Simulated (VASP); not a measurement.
# InSb (I-4m2) in VASP: notebook

The runs below take InSb through single point, with PBEsol.

Program: VASP 6.6.1. These are calculated values, not measurements. Logs are shortened: lines on timing, memory, paths and dates and some standing lists are left out, and cuts for length are marked.

## (1) The cell of the first run

The structure is tetragonal, space group I-4m2 (No. 119). The conventional cell has a = 4.512 Å, b = 4.512 Å, c = 6.673 Å, α = 90.00°, β = 90.00°, γ = 90.00°. Within 3.7 Å of In (site symmetry -4m2) lie 4 Sb at 2.81 Å. Within 3.7 Å of Sb (site symmetry -4m2) lie 4 In at 2.81 Å.

## (2) Single point, PBEsol (strain -0.015 along x and y, +0.030 along z)

The input, INCAR:

```
SYSTEM = InSb
PREC = Accurate
ENCUT = 520
EDIFF = 1E-6
ISMEAR = 0
SIGMA = 0.15
LREAL = .FALSE.
LASPH = .TRUE.
NELM = 60
ALGO = Normal
ISIF = 2
LWAVE = .FALSE.
LCHARG = .FALSE.
GGA = PS
NBANDS = 16
```

The input, KPOINTS:

```
regular mesh
0
G
  12 12 12
  0 0 0
```

The input, POSCAR:

```
InSb
1.0
    0.0000000000      3.1905135000      3.3362730000
    3.1905135000      0.0000000000      3.3362730000
    3.1905135000      3.1905135000      0.0000000000
In Sb
1 1
Direct
    0.0000000000      0.0000000000      0.0000000000
    0.7500000000      0.7500000000      0.7500000000
```

Potentials or basis: VASP PAW PBE potentials, release 64 (In_d, Sb).

The run is started by

```console
> cat potpaw_PBE.64/In_d/POTCAR potpaw_PBE.64/Sb/POTCAR > POTCAR
> mpirun -np 1 vasp_std > vasp.out
```

OUTCAR:

```text
SYSTEM = InSb
   PREC = Accurate
   ENCUT = 520
   EDIFF = 1E-6
   ISMEAR = 0
   LREAL = .FALSE.
   LASPH = .TRUE.
   NELM = 60
   ISIF = 2
   GGA = PS

 ion  position               nearest neighbor table
   1  0.000  0.000  0.000-   2 2.81   2 2.81   2 2.81   2 2.81
   2  0.750  0.750  0.750-   1 2.81   1 2.81   1 2.81   1 2.81

  LATTYP: Found a body centered tetragonal cell.
 ALAT       =     4.5120674626
 C/A-ratio  =     1.4788223038

  Lattice vectors:

 A1 = (  -3.1905135000,   0.0000000000,   3.3362730000)
 A2 = (   3.1905135000,   0.0000000000,   3.3362730000)
 A3 = (   0.0000000000,   3.1905135000,  -3.3362730000)

Analysis of symmetry for initial positions (statically):
=====================================================================
 Subroutine PRICEL returns:
 Original cell was already a primitive cell.

 Routine SETGRP: Setting up the symmetry group for a
 body centered tetragonal supercell.

 Subroutine GETGRP returns: Found  8 space group operations
 (whereof  8 operations were pure point group operations)
 out of a pool of 16 trial point group operations.

The static configuration has the point symmetry D_2d.

Analysis of symmetry for dynamics (positions and initial velocities):
=====================================================================
 Subroutine PRICEL returns:
 Original cell was already a primitive cell.

 Routine SETGRP: Setting up the symmetry group for a
 body centered tetragonal supercell.

 Subroutine GETGRP returns: Found  8 space group operations
 (whereof  8 operations were pure point group operations)
 out of a pool of 16 trial point group operations.

The dynamic configuration has the point symmetry D_2d.

 Subroutine INISYM returns: Found  8 space group operations
 (whereof  8 operations are pure point group operations),
 and found     1 'primitive' translations

----------------------------------------------------------------------------------------

                                     Primitive cell

  volume of cell :      67.9224

  direct lattice vectors                    reciprocal lattice vectors
     0.000000000  3.190513500  3.336273000    -0.156714585  0.156714585  0.149867832
     3.190513500  0.000000000  3.336273000     0.156714585 -0.156714585  0.149867832
     3.190513500  3.190513500  0.000000000     0.156714585  0.156714585 -0.149867832

  length of vectors
     4.616285728  4.616285728  4.512067463     0.267543061  0.267543061  0.267543061

  position of ions in fractional coordinates (direct lattice)
     0.000000000  0.000000000  0.000000000
     0.750000000  0.750000000  0.750000000

  ion indices of the primitive-cell ions
   primitive index   ion index
                 1           1
                 2           2

----------------------------------------------------------------------------------------

 KPOINTS: regular mesh

Automatic generation of k-mesh.
 Grid dimensions read from file:
 generate k-points for:   12   12   12

 Generating k-lattice:

  Cartesian coordinates                     Fractional coordinates (reciprocal lattice)
    -0.013059549  0.013059549  0.012488986     0.083333333  0.000000000  0.000000000
     0.013059549 -0.013059549  0.012488986     0.000000000  0.083333333  0.000000000
     0.013059549  0.013059549 -0.012488986     0.000000000  0.000000000  0.083333333

  Length of vectors
     0.022295255  0.022295255  0.022295255

  Shift w.r.t. Gamma in fractional coordinates (k-lattice)
     0.000000000  0.000000000  0.000000000

 Subroutine IBZKPT returns following result:
 ===========================================

 Found    163 irreducible k-points:

 Following reciprocal coordinates:
            Coordinates               Weight
  0.000000  0.000000  0.000000      1.000000
  0.083333  0.000000  0.000000      8.000000
  0.166667  0.000000  0.000000      8.000000
  0.250000  0.000000  0.000000      8.000000
  0.333333  0.000000  0.000000      8.000000
  0.416667  0.000000  0.000000      8.000000
[... 16 lines left out ...]
  0.500000  0.166667  0.000000      8.000000
 -0.416667  0.166667  0.000000      8.000000
 [... further k-points ...]
   k-points           NKPTS =    163   k-points in BZ     NKDIM =    163   number of bands    NBANDS=     16
   number of dos      NEDOS =    301   number of ions     NIONS =      2
   total plane-waves  NPLWV =  46656
   dimension x,y,z NGX =    36 NGY =   36 NGZ =   36
   dimension x,y,z NGXF=    72 NGYF=   72 NGZF=   72
   ions per type =               1   1
   NGX,Y,Z   is equivalent  to a cutoff of  12.96, 12.96, 13.26 a.u.
   NGXF,Y,Z  is equivalent  to a cutoff of  25.93, 25.93, 26.53 a.u.
 SYSTEM =  InSb
   PREC   = accura    normal or accurate (medium, high low for compatibility)
   ISTART =      0    job   : 0-new  1-cont  2-samecut
   ICHARG =      2    charge: 1-file 2-atom 10-const
   ISPIN  =      1    spin polarized calculation?
   LNONCOLLINEAR =      F non collinear calculations
   LSORBIT =      F    spin-orbit coupling
   LASPH  =      T    aspherical Exc in radial PAW
   ENCUT  =  520.0 eV  38.22 Ry    6.18 a.u.   8.58  8.58  8.39*2*pi/ulx,y,z
   NELM   =     60;   NELMIN=  2; NELMDL= -5     # of ELM steps
   EDIFF  = 0.1E-05   stopping-criterion for ELM
   LREAL  =      F    real-space projection
   EDIFFG = 0.1E-04   stopping-criterion for IOM
   NSW    =      0    number of steps for IOM
   IBRION =     -1    ionic relax: 0-MD 1-quasi-New 2-CG
   NFREE  =      0    steps in history (QN), initial steepest desc. (CG)
   ISIF   =      2    stress and relaxation
   ISYM   =      2    0-nonsym 1-usesym 2-fastsym
   POTIM  = 0.5000    time-step for ionic-motion
   TEBEG  =    0.0;   TEEND  =   0.0 temperature during run
   PSTRESS=    0.0 pullay stress
   NELECT =      18.0000    total number of electrons
   NUPDOWN=      -1.0000    fix difference up-down
   EMIN   =  10.00;   EMAX   =-10.00  energy-range for DOS
   EFERMI =   0.00;   METHOD = LEGACY
   ISMEAR =     0;   SIGMA  =   0.15  broadening in eV -4-tet -1-fermi 0-gaus
   EFERMI_NEDOS =   21; number of points for ismear=-14 and -15
   IALGO  =     38    algorithm
   IMIX   =      4    mixing-type and parameters
     AMIX     =   0.40;   BMIX     =  1.00
     AMIX_MAG =   1.60;   BMIX_MAG =  1.00
  volume/ion in A,a.u.               =      33.96       229.18
  Fermi-wavevector in a.u.,A,eV,Ry     =   1.051546  1.987133 15.044615  1.105748
  Thomas-Fermi vector in A             =   2.186593
   LORBIT       =      0    0 simple, 1 ext, 2 COOP (PROOUT), +10 PAW based schemes
   GGA     = PS    functional components
   LHFCALC =     F    Hartree Fock is set to
   AEXX    =    0.0000 exact exchange contribution
   IVDW    =     0    specifies the selected vdW correction
   LEPSILON=     F    determine dielectric tensor
   LRPA    =     F    only Hartree local field effects (RPA)
 non-spin polarized calculation
 Gauss-broadening in eV      SIGMA  =   0.15
  energy-cutoff  :      520.00
  volume of cell :       67.92
 maximum number of plane-waves:      1857
 NGX is ok and might be reduce to    36
   NGX = 17   NGY = 17   NGZ = 17

 number of electron      17.9999996 magnetization

 Free energy of the ion-electron system (eV)
  ---------------------------------------------------
  ext. energy  EPLUGINS =         0.00000000
  ---------------------------------------------------
  free energy    TOTEN  =        -7.68866928 eV

  energy without entropy =       -7.68843503  energy(sigma->0) =       -7.68855215

 E-fermi :   5.1347     XC(G=0):  -8.8757

 val. band max:        5.0511735377   @ k =   0.0000   0.0000   0.0000
 cond. band min:       5.4225387754   @ k =   0.5000   0.0000   0.0000
 fundamental gap:      0.3713652377
 Fermi energy:         5.1347458833

 k-point     1 :       0.0000    0.0000    0.0000
  band No.  band energies     occupation
      1      -9.5763      2.00000
      2      -9.5673      2.00000
      3      -9.5673      2.00000
      4      -9.4864      2.00000
      5      -9.4818      2.00000
      6      -5.7793      2.00000
[... 8 lines left out ...]
     15      12.8719      0.00000
     16      13.2171      0.00000

 k-point     2 :       0.0833    0.0000    0.0000
  band No.  band energies     occupation
      1      -9.5768      2.00000
      2      -9.5686      2.00000
      3      -9.5658      2.00000
      4      -9.4866      2.00000
      5      -9.4818      2.00000
      6      -5.7155      2.00000
[... 8 lines left out ...]
     15      12.3700      0.00000
     16      12.9584      0.00000

 k-point     3 :       0.1667    0.0000    0.0000
  band No.  band energies     occupation
      1      -9.5835      2.00000
      2      -9.5670      2.00000
      3      -9.5619      2.00000
      4      -9.4872      2.00000
      5      -9.4815      2.00000
      6      -5.5288      2.00000
[... 8 lines left out ...]
     15      12.0977      0.00000
     16      12.4423      0.00000

 k-point     4 :       0.2500    0.0000    0.0000
  band No.  band energies     occupation
      1      -9.5954      2.00000
      2      -9.5623      2.00000
      3      -9.5569      2.00000
      4      -9.4876      2.00000
      5      -9.4808      2.00000
      6      -5.2367      2.00000
[... 8 lines left out ...]
     15      12.2280      0.00000
     16      12.3168      0.00000

 k-point     5 :       0.3333    0.0000    0.0000
  band No.  band energies     occupation
      1      -9.6075      2.00000
      2      -9.5578      2.00000
      3      -9.5524      2.00000
      4      -9.4875      2.00000
      5      -9.4795      2.00000
      6      -4.8797      2.00000
[... 8 lines left out ...]
     15      12.6644      0.00000
     16      12.7459      0.00000

 k-point     6 :       0.4167    0.0000    0.0000
  band No.  band energies     occupation
      1      -9.6164      2.00000
      2      -9.5549      2.00000
      3      -9.5494      2.00000
      4      -9.4870      2.00000
      5      -9.4781      2.00000
      6      -4.5480      2.00000
[... 8 lines left out ...]
     15      13.3880      0.00000
     16      13.6286      0.00000

 k-point     7 :       0.5000    0.0000    0.0000
  band No.  band energies     occupation
      1      -9.6196      2.00000
      2      -9.5539      2.00000
      3      -9.5485      2.00000
      4      -9.4868      2.00000
      5      -9.4775      2.00000
      6      -4.4018      2.00000
[... 8 lines left out ...]
     15      13.9919      0.00000
     16      14.2466      0.00000

 k-point     8 :       0.0833    0.0833    0.0000
  band No.  band energies     occupation
      1      -9.5821      2.00000
      2      -9.5644      2.00000
      3      -9.5644      2.00000
      4      -9.4859      2.00000
      5      -9.4825      2.00000
      6      -5.6983      2.00000
[... 8 lines left out ...]
     15      11.6761      0.00000
     16      13.6678      0.00000

 k-point     9 :       0.1667    0.0833    0.0000
  band No.  band energies     occupation
      1      -9.5885      2.00000
      2      -9.5623      2.00000
      3      -9.5606      2.00000
      4      -9.4856      2.00000
      5      -9.4831      2.00000
      6      -5.5561      2.00000
[... 8 lines left out ...]
     15      11.7326      0.00000
     16      13.2000      0.00000
[... 172 lines left out ...]
 k-point    19 :       0.1667    0.1667    0.0000
  band No.  band energies     occupation
      1      -9.5971      2.00000
      2      -9.5567      2.00000
      3      -9.5567      2.00000
      4      -9.4848      2.00000
      5      -9.4846      2.00000
      6      -5.4600      2.00000
[... 8 lines left out ...]
     15      12.1149      0.00000
     16      13.8602      0.00000

 k-point    20 :       0.2500    0.1667    0.0000
  band No.  band energies     occupation
      1      -9.6061      2.00000
      2      -9.5527      2.00000
      3      -9.5515      2.00000
      4      -9.4860      2.00000
      5      -9.4840      2.00000
      6      -5.2479      2.00000
[... 8 lines left out ...]
     15      12.8412      0.00000
     16      13.6543      0.00000

 k-point    21 :       0.3333    0.1667    0.0000
  band No.  band energies     occupation
      1      -9.6146      2.00000
      2      -9.5503      2.00000
      3      -9.5465      2.00000
      4      -9.4862      2.00000
      5      -9.4838      2.00000
      6      -4.9420      2.00000
[... 8 lines left out ...]
     15      13.1865      0.00000
     16      13.6777      0.00000

 k-point    22 :       0.4167    0.1667    0.0000
  band No.  band energies     occupation
      1      -9.6214      2.00000
      2      -9.5490      2.00000
      3      -9.5431      2.00000
      4      -9.4849      2.00000
      5      -9.4842      2.00000
      6      -4.5934      2.00000
[... 8 lines left out ...]
     15      13.3893      0.00000
     16      14.1157      0.00000

 k-point    23 :       0.5000    0.1667    0.0000
  band No.  band energies     occupation
      1      -9.6253      2.00000
      2      -9.5487      2.00000
      3      -9.5419      2.00000
      4      -9.4854      2.00000
      5      -9.4828      2.00000
      6      -4.3103      2.00000
[... 8 lines left out ...]
     15      13.7835      0.00000
     16      14.1572      0.00000

 k-point    24 :      -0.4167    0.1667    0.0000
  band No.  band energies     occupation
      1      -9.6249      2.00000
      2      -9.5493      2.00000
      3      -9.5428      2.00000
      4      -9.4874      2.00000
      5      -9.4806      2.00000
      6      -4.2507      2.00000
[... 8 lines left out ...]
     15      13.1758      0.00000
     16      13.3894      0.00000

 [... further k-points ...]
[... 5 lines left out ...]
  --------------------------------------------------------------------------------------
  -------------------------------------------------------------------------------------
  Total        0.5562035      0.5562035     -0.0136376      0.0000000      0.0000000      0.0000000
  in kB       13.1199320     13.1199320     -0.3216888      0.0000000      0.0000000      0.0000000
  external PRESSURE =       8.6393917 kB  Pullay stress =       0.0000000 kB

 VOLUME and BASIS-vectors are now :
 -----------------------------------------------------------------------------
  energy-cutoff  :      520.00
  volume of cell :       67.92
      direct lattice vectors                 reciprocal lattice vectors
     0.000000000  3.190513500  3.336273000    -0.156714585  0.156714585  0.149867832
     3.190513500  0.000000000  3.336273000     0.156714585 -0.156714585  0.149867832
     3.190513500  3.190513500  0.000000000     0.156714585  0.156714585 -0.149867832

 POSITION                                       TOTAL-FORCE (eV/Angst)
 -----------------------------------------------------------------------------------
      0.00000      0.00000      0.00000        -0.000000     -0.000000      0.000000
      4.78577      4.78577      5.00441         0.000000      0.000000      0.000000
 -----------------------------------------------------------------------------------
    total drift:                               -0.000000     -0.000000      0.000001

  FREE ENERGIE OF THE ION-ELECTRON SYSTEM (eV)
  ---------------------------------------------------
  free  energy   TOTEN  =        -7.6886692803 eV

  energy  without entropy=       -7.6884350262  energy(sigma->0) =       -7.68855215
```

Run time: 3.9 min. Hardware: 1 thread of Intel Xeon 8259CL, shared host; peak memory 0.34 GiB.

Results:

* Free energy: -7.6887 eV
* Pressure: 0.9 GPa
* Band gap on the k mesh: zero (filled and empty bands touch)

Caveat: the cell differs from its parent crystal (strain -0.015 along x and y, +0.030 along z); semilocal functionals underestimate gaps, so a narrow gap can read as zero; the PAW data sets were made with another functional, which shifts forces and pressure a little; spin-orbit coupling is left out, which moves the levels of the heavy elements.

## (3) Single point, PBEsol (strain +0.000 along x and y, +0.015 along z)

The input, INCAR:

```
  PREC = Accurate
  ENCUT = 520
  EDIFF = 1E-6
  ISMEAR = 0
  SIGMA = 0.15
  LREAL = False
  LASPH = True
  NELM = 60
  ALGO = Normal
  ISIF = 2
  LWAVE = False
  LCHARG = False
  GGA = PS
  NBANDS = 16
```

The input, KPOINTS:

```
regular mesh
0
Gamma
  12 12 12
```

The input, POSCAR:

```
InSb
1.0
    0.0000000000      3.2391000000      3.2876865000
    3.2391000000      0.0000000000      3.2876865000
    3.2391000000      3.2391000000      0.0000000000
In Sb
1 1
Direct
    0.0000000000      0.0000000000      0.0000000000
    0.7500000000      0.7500000000      0.7500000000
```

Potentials or basis: VASP PAW PBE potentials, release 64 (In_d, Sb).

The run is started by

```console
> cat potpaw_PBE.64/In_d/POTCAR potpaw_PBE.64/Sb/POTCAR > POTCAR
> mpirun -np 1 vasp_std > vasp.out
```

It took 4.5 min on 1 thread of Intel Xeon 8259CL, shared host; peak memory 0.34 GiB.

The run converged. Its results:

* Free energy: -7.6997 eV
* Pressure: 0.2 GPa
* Band gap on the k mesh: zero (filled and empty bands touch)

Stress tensor (GPa, compression positive):
```
 0.32  0.00  0.00
 0.00  0.32  0.00
 0.00  0.00 -0.10
```

Levels at points of the mesh, in eV from the Fermi level:
| k point | band 7 | band 8 | band 9 | band 10 | band 11 | band 12 |
| --- | --- | --- | --- | --- | --- | --- |
| (0.00, 0.00, 0.00) | -0.46 | -0.17 | -0.10 | -0.10 | 2.80 | 2.80 |
| (0.50, 0.00, 0.00) | -5.71 | -1.16 | -1.06 | 0.32 | 3.62 | 3.69 |
| (0.50, 0.50, 0.00) | -6.05 | -2.30 | -2.30 | 1.21 | 1.23 | 7.91 |
| (0.50, 0.00, 0.50) | -5.98 | -2.38 | -2.37 | 1.12 | 1.14 | 7.88 |

Caveat: the cell differs from its parent crystal (strain +0.000 along x and y, +0.015 along z); semilocal functionals underestimate gaps, so a narrow gap can read as zero; the PAW data sets were made with another functional, which shifts forces and pressure a little; spin-orbit coupling is left out, which moves the levels of the heavy elements.

## (4) Single point, PBEsol (strain +0.000 along x and y, +0.030 along z)

The input, INCAR:

```
SYSTEM = InSb
PREC     = Accurate       ! precision mode
ENCUT    = 520            ! plane-wave cutoff, eV
EDIFF    = 1E-6           ! SCF threshold, eV
ISMEAR   = 0              ! smearing method
SIGMA    = 0.15           ! smearing width, eV
LREAL    = .FALSE.        ! projectors in reciprocal space
LASPH    = .TRUE.         ! aspherical terms in the spheres
NELM     = 100            ! most SCF steps
ALGO     = Normal         ! electronic algorithm
ISIF     = 2              ! what is computed and relaxed
LWAVE    = .FALSE.        ! write WAVECAR
LCHARG   = .FALSE.        ! write CHGCAR
GGA      = PS             ! functional
NBANDS   = 16             ! bands
```

The input, KPOINTS:

```
Automatic mesh
0
G
  12 12 12
  0 0 0
```

The input, POSCAR:

```
InSb
1.0
    0.0000000000      3.2391000000      3.3362730000
    3.2391000000      0.0000000000      3.3362730000
    3.2391000000      3.2391000000      0.0000000000
In Sb
1 1
Direct
    0.0000000000      0.0000000000      0.0000000000
    0.7500000000      0.7500000000      0.7500000000
```

The run is started by

```console
> cat potpaw_PBE.64/In_d/POTCAR potpaw_PBE.64/Sb/POTCAR > POTCAR
> mpirun -np 1 vasp_std > vasp.out
```

Wall time 4.2 min (1 thread of Intel Xeon 8259CL, shared host); peak memory 0.34 GiB.

It converged, with:

- Free energy: -7.6963 eV
- Pressure: -0.4 GPa
- Band gap on the k mesh: zero (filled and empty bands touch)

Stress tensor (GPa, compression positive):
```
-0.15  0.00  0.00
 0.00 -0.15  0.00
 0.00  0.00 -1.02
```

Levels at points of the mesh, in eV from the Fermi level:
```
           k point  band 5  band 6  band 7  band 8  band 9  band 10  band 11  band 12  band 13  band 14
(0.00, 0.00, 0.00)  -14.54  -10.70   -0.57   -0.24   -0.09    -0.09     2.78     2.78     2.85     5.40
(0.50, 0.00, 0.00)  -14.53   -9.40   -5.66   -1.20   -1.01     0.28     3.57     3.71     5.84     7.85
(0.50, 0.50, 0.00)  -14.53   -8.88   -6.05   -2.22   -2.22     1.27     1.29     7.79     7.79     8.27
(0.50, 0.00, 0.50)  -14.53   -8.80   -5.92   -2.38   -2.36     1.07     1.12     7.73     7.84     8.41
```

Caveat: the cell differs from its parent crystal (strain +0.000 along x and y, +0.030 along z); semilocal functionals underestimate gaps, so a narrow gap can read as zero; the PAW data sets were made with another functional, which shifts forces and pressure a little; spin-orbit coupling is left out, which moves the levels of the heavy elements.

(Part 1 of 2 ends here.)
